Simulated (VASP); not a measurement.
A run of VASP 6.6.1:

INCAR

```
SYSTEM = W
PREC = Accurate
ENCUT = 520
EDIFF = 1E-6
ISMEAR = 0
SIGMA = 0.2
LREAL = .False.
LASPH = .True.
NELM = 80
ALGO = Normal
ISIF = 2
LWAVE = .False.
LCHARG = .False.
GGA = PE
NBANDS = 13
```

File KPOINTS:

```
regular mesh
0
Gamma
  14 14 14
  0 0 0
```

Contents of POSCAR:

```
W
1.0
   -1.5921723362      1.5921723362      1.5921723362
    1.5921723362     -1.5921723362      1.5921723362
    1.5921723362      1.5921723362     -1.5921723362
W
1
Direct
    0.0000000000      0.0000000000      0.0000000000
```

Potentials or basis: VASP PAW PBE potentials, release 64 (W_sv).

Command:

```sh
$ cat potpaw_PBE.64/W_sv/POTCAR > POTCAR
$ mpirun -np 1 vasp_std > vasp.out
```

Hardware: 1 thread of AMD EPYC 7R13, with other jobs on the host.

Task: How long does it take, and how much memory?

Result: Wall time 45 s on 1 thread of AMD EPYC 7R13, with other jobs on the host, peak memory 0.12 GiB. Counts: scf iterations 11, k points 104.
